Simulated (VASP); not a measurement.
# N (a cell with a defect) in VASP: single point with PBEsol

Aim: the single point of N (a cell with a defect) with PBEsol.

All numbers are computed with VASP 6.6.1; they aren't measurements. Logs are shortened: lines on timing, memory, paths and dates and some standing lists are left out, and cuts for length are marked.

### 1 The cell of the first run

The cell holds a defect, 15 atoms: a = 8.611 Å, b = 8.611 Å, c = 8.734 Å, α = 104.69°, β = 104.69°, γ = 119.05°.

### 2 Single point, PBEsol

Contents of INCAR:

```
PREC     = Accurate       # precision mode
ENCUT    = 520            # plane-wave cutoff, eV
EDIFF    = 1E-6           # SCF threshold, eV
ISMEAR   = 0              # smearing method
SIGMA    = 0.05           # smearing width, eV
LREAL    = Auto         
LASPH    = T              # aspherical terms in the spheres
NELM     = 100            # most SCF steps
ALGO     = Normal         # electronic algorithm
ISIF     = 2              # what is computed and relaxed
LWAVE    = F              # write WAVECAR
LCHARG   = T              # write CHGCAR
GGA      = PS             # functional
LELF     = T              # ELF
LVHAR    = T            
NBANDS   = 50             # bands
```

Contents of KPOINTS:

```
regular mesh
0
Gamma
  4 4 4
```

Contents of POSCAR:

```
N
1.0
    2.1835476392     -3.7820154518      7.4219067236
    2.1835476392     -3.7820154518     -7.4219067236
    4.3670952784      7.5640309036      0.0000000000
N
15
Direct
    0.9953868872      0.6712797794      0.1666666667
    0.4953868872      0.1712797794      0.6666666667
    0.9953868872      0.6712797794      0.6666666667
    0.4212797794      0.2453868872      0.1666666667
    0.9212797794      0.7453868872      0.1666666667
    0.4212797794      0.2453868872      0.6666666667
    0.9212797794      0.7453868872      0.6666666667
    0.0787202205      0.2546131128      0.3333333333
    0.5787202205      0.7546131127      0.3333333333
    0.0787202206      0.2546131128      0.8333333333
    0.5787202205      0.7546131127      0.8333333333
   -0.2500000000      0.2500000000      0.2500000000
    0.5046131127      0.8287202205      0.3333333333
    0.0046131127      0.3287202206      0.8333333333
    0.5046131128      0.8287202205      0.8333333333
```

Potentials or basis: VASP PAW PBE potentials, release 64 (N).

Started as:

```console
$ cat potpaw_PBE.64/N/POTCAR > POTCAR
$ mpirun -np 1 vasp_std > vasp.out
```

OUTCAR:

```text
PREC = Accurate
   ENCUT = 520
   EDIFF = 1E-6
   ISMEAR = 0
   LREAL = Auto
   LASPH = T
   NELM = 100
   ISIF = 2
   GGA = PS

 ion  position               nearest neighbor table
   1  0.995  0.671  0.167-   5 1.10
   2  0.495  0.171  0.667-   6 1.10
   3  0.995  0.671  0.667-   7 1.10
   4  0.421  0.245  0.167-
   5  0.921  0.745  0.167-   1 1.10
   6  0.421  0.245  0.667-   2 1.10
   7  0.921  0.745  0.667-   3 1.10
   8  0.079  0.255  0.333-
   9  0.579  0.755  0.333-  13 1.10
  10  0.079  0.255  0.833-  14 1.10
  11  0.579  0.755  0.833-  15 1.10
  12  0.750  0.250  0.250-
  13  0.505  0.829  0.333-   9 1.10
  14  0.005  0.329  0.833-  10 1.10
  15  0.505  0.829  0.833-  11 1.10

  LATTYP: Found a face centered orthorhombic cell.
 ALAT       =     8.7341905567
 B/A-ratio  =     1.6995064798
 C/A-ratio  =     1.7320508076

  Lattice vectors:

 A1 = (   6.5506429176,   3.7820154518,  -7.4219067236)
 A2 = (   8.7341905568,   0.0000000000,   0.0000000000)
 A3 = (   2.1835476392,  -3.7820154518,  -7.4219067236)

Analysis of symmetry for initial positions (statically):
=====================================================================
 Subroutine PRICEL returns:
 Original cell was already a primitive cell.

 Routine SETGRP: Setting up the symmetry group for a
 face centered orthorhombic supercell.

 Subroutine GETGRP returns: Found  2 space group operations
 (whereof  1 operations were pure point group operations)
 out of a pool of  8 trial point group operations.

The static configuration has the point symmetry C_1 .
 The point group associated with its full space group is S_2 .

Analysis of symmetry for dynamics (positions and initial velocities):
=====================================================================
 Subroutine PRICEL returns:
 Original cell was already a primitive cell.

 Routine SETGRP: Setting up the symmetry group for a
 face centered orthorhombic supercell.

 Subroutine GETGRP returns: Found  2 space group operations
 (whereof  1 operations were pure point group operations)
 out of a pool of  8 trial point group operations.
[... 137 lines left out ...]
   TEBEG  =    0.0;   TEEND  =   0.0 temperature during run
   PSTRESS=    0.0 pullay stress
   NELECT =      75.0000    total number of electrons
   NUPDOWN=      -1.0000    fix difference up-down
   EMIN   =  10.00;   EMAX   =-10.00  energy-range for DOS
   EFERMI =   0.00;   METHOD = LEGACY
   ISMEAR =     0;   SIGMA  =   0.05  broadening in eV -4-tet -1-fermi 0-gaus
   EFERMI_NEDOS =   21; number of points for ismear=-14 and -15
   IALGO  =     38    algorithm
   IMIX   =      4    mixing-type and parameters
     AMIX     =   0.40;   BMIX     =  1.00
     AMIX_MAG =   1.60;   BMIX_MAG =  1.00
  volume/ion in A,a.u.               =      32.69       220.60
  Fermi-wavevector in a.u.,A,eV,Ry     =   0.875517  1.654488 10.429283  0.766531
  Thomas-Fermi vector in A             =   1.995199
   LORBIT       =      0    0 simple, 1 ext, 2 COOP (PROOUT), +10 PAW based schemes
   GGA     = PS    functional components
   LHFCALC =     F    Hartree Fock is set to
   AEXX    =    0.0000 exact exchange contribution
   IVDW    =     0    specifies the selected vdW correction
   LEPSILON=     F    determine dielectric tensor
   LRPA    =     F    only Hartree local field effects (RPA)
 non-spin polarized calculation
 Gauss-broadening in eV      SIGMA  =   0.05
  energy-cutoff  :      520.00
  volume of cell :      490.33
 maximum number of plane-waves:     13262
   NGX = 33   NGY = 33   NGZ = 33

 number of electron      74.9999985 magnetization

 Free energy of the ion-electron system (eV)
  ---------------------------------------------------
  ext. energy  EPLUGINS =         0.00000000
  ---------------------------------------------------
  free energy    TOTEN  =      -105.60036602 eV

  energy without entropy =     -105.53871191  energy(sigma->0) =     -105.56953896

 E-fermi :  -4.9462     XC(G=0):  -5.2571

 val. band max:       -4.9463566855   @ k =  -0.2500   0.2500   0.0000
 cond. band min:      -4.9408899815   @ k =  -0.2500   0.2500  -0.2500
 fundamental gap:      0.0054667040
 Fermi energy:        -4.9462104088

 k-point     1 :       0.0000    0.0000    0.0000
  band No.  band energies     occupation
      1     -25.8885      2.00000
      2     -25.8835      2.00000
      3     -25.8757      2.00000
      4     -25.8720      2.00000
      5     -25.8484      2.00000
      6     -25.8451      2.00000
[... 1237 lines left out ...]
     48       0.4689      0.00000
     49       0.5457      0.00000

 [... further k-points ...]

 [bands above 49 left out]

------------------------ aborting loop because EDIFF is reached ----------------------------------------

  FORCE on cell =-STRESS in cart. coord.  units (eV):
  Direction    XX          YY          ZZ          XY          YZ          ZX
  --------------------------------------------------------------------------------------
  -------------------------------------------------------------------------------------
  Total       -2.2268480     -1.4434322      2.0075371      1.0915161      2.9354249     -4.1782010
  in kB       -7.2762850     -4.7164532      6.5596809      3.5665578      9.5915789    -13.6523830
  external PRESSURE =      -1.8110191 kB  Pullay stress =       0.0000000 kB

 VOLUME and BASIS-vectors are now :
 -----------------------------------------------------------------------------
  energy-cutoff  :      520.00
  volume of cell :      490.33
      direct lattice vectors                 reciprocal lattice vectors
     2.183547639 -3.782015452  7.421906724     0.114492579 -0.066102321  0.067368133
     2.183547639 -3.782015452 -7.421906724     0.114492579 -0.066102321 -0.067368133
     4.367095278  7.564030904  0.000000000     0.114492579  0.066102321  0.000000000

 POSITION                                       TOTAL-FORCE (eV/Angst)
 -----------------------------------------------------------------------------------
      4.36710     -5.04269      2.40549        -0.006089      0.010468      1.875346
      4.36710      2.52134      2.40549         0.006267      0.004001      1.868310
      6.55064     -1.26067      2.40549        -0.007074     -0.002927      1.872670
      2.18355     -1.26067      1.30546         0.844265     -0.318332      1.669041
      4.36710     -5.04269      1.30546         0.016806     -0.014582     -1.881002
      4.36710      2.52134      1.30546        -0.015840     -0.008741     -1.873125
      6.55064     -1.26067      1.30546         0.008467      0.001177     -1.872952
      2.18355      1.26067     -1.30546        -0.844265      0.318332     -1.669041
      4.36710     -2.52134     -1.30546        -0.016806      0.014582      1.881002
      4.36710      5.04269     -1.30546         0.015840      0.008741      1.873125
      6.55064      1.26067     -1.30546        -0.008467     -0.001177      1.872952
      3.27532     -1.89101      3.71095        -0.000000     -0.000000     -0.000000
      4.36710     -2.52134     -2.40549         0.006089     -0.010468     -1.875346
      4.36710      5.04269     -2.40549        -0.006267     -0.004001     -1.868310
      6.55064      1.26067     -2.40549         0.007074      0.002927     -1.872670
 -----------------------------------------------------------------------------------
    total drift:                                0.000000     -0.000001     -0.000002

  FREE ENERGIE OF THE ION-ELECTRON SYSTEM (eV)
  ---------------------------------------------------
  free  energy   TOTEN  =      -105.6003660188 eV

  energy  without entropy=     -105.5387119058  energy(sigma->0) =     -105.56953896
```

OSZICAR:

```text
N       E                     dE             d eps       ncg     rms          rms(c)
DAV:   1     0.561011914201E+03    0.56101E+03   -0.31442E+04  3704   0.120E+03
DAV:   2    -0.312572688688E+02   -0.59227E+03   -0.58004E+03  4938   0.278E+02
[... 18 lines left out ...]
DAV:  21    -0.105600391780E+03   -0.63403E-04   -0.11596E-04  4440   0.246E-02    0.150E-01
DAV:  22    -0.105600351380E+03    0.40399E-04   -0.50184E-04  4352   0.170E-02    0.630E-02
DAV:  23    -0.105600365341E+03   -0.13960E-04   -0.42924E-05  4312   0.209E-02    0.745E-03
DAV:  24    -0.105600368473E+03   -0.31326E-05   -0.92823E-06  3168   0.475E-03    0.348E-02
DAV:  25    -0.105600365162E+03    0.33110E-05   -0.21718E-05  3032   0.437E-03    0.970E-03
DAV:  26    -0.105600366019E+03   -0.85635E-06   -0.21418E-06  3168   0.452E-03
   1 F= -.10560037E+03 E0= -.10556954E+03  d E =-.616541E-01
```

It took 26 min on 1 thread of AMD EPYC 9R45 (Zen 5), shared host; peak memory 0.86 GiB.

What came out:

```yaml
Free_energy: -105.6004 eV
Pressure: -0.2 GPa
Largest_force: 1.897 eV/Å
Band_gap_on_the_k_mesh: zero (an odd number of electrons rules out a gap without spin polarisation)
```

Forces in eV/Å, atoms in the order of the input:
```
N   -0.006  0.010  1.875
N    0.006  0.004  1.868
N   -0.007 -0.003  1.873
N    0.844 -0.318  1.669
N    0.017 -0.015 -1.881
N   -0.016 -0.009 -1.873
N    0.008  0.001 -1.873
N   -0.844  0.318 -1.669
N   -0.017  0.015  1.881
N    0.016  0.009  1.873
N   -0.008 -0.001  1.873
N    0.000  0.000  0.000
N    0.006 -0.010 -1.875
N   -0.006 -0.004 -1.868
N    0.007  0.003 -1.873
```

Stress tensor (GPa, compression positive):
```
-0.73  0.36 -1.37
 0.36 -0.47  0.96
-1.37  0.96  0.66
```

Levels at points of the mesh, in eV from the Fermi level:
| k point | band 36 | band 37 | band 38 | band 39 | band 40 | band 41 |
| --- | --- | --- | --- | --- | --- | --- |
| (0.00, 0.00, 0.00) | -0.23 | -0.18 | 0.03 | 0.03 | 0.23 | 0.28 |
| (0.50, 0.00, 0.00) | -0.24 | -0.03 | -0.03 | 0.19 | 0.23 | 0.27 |
| (0.00, 0.50, 0.50) | -0.23 | -0.18 | 0.03 | 0.03 | 0.24 | 0.28 |
| (0.00, 0.50, 0.00) | -0.23 | -0.18 | 0.03 | 0.03 | 0.24 | 0.28 |
| (0.50, 0.00, 0.50) | -0.23 | -0.03 | -0.03 | 0.19 | 0.23 | 0.27 |
| (0.50, 0.50, 0.00) | -0.23 | -0.03 | -0.03 | 0.20 | 0.23 | 0.27 |
| (0.00, 0.00, 0.50) | -0.23 | -0.18 | 0.03 | 0.03 | 0.24 | 0.28 |
| (0.50, 0.50, 0.50) | -0.23 | -0.03 | -0.03 | 0.19 | 0.23 | 0.27 |

Caveat: the standard files for N, O and F lose accuracy on very short bonds; the PAW data sets were made with another functional, which shifts forces and pressure a little; an odd number of electrons without spin polarisation forces a metal; a magnetic or distorted state may lie lower.
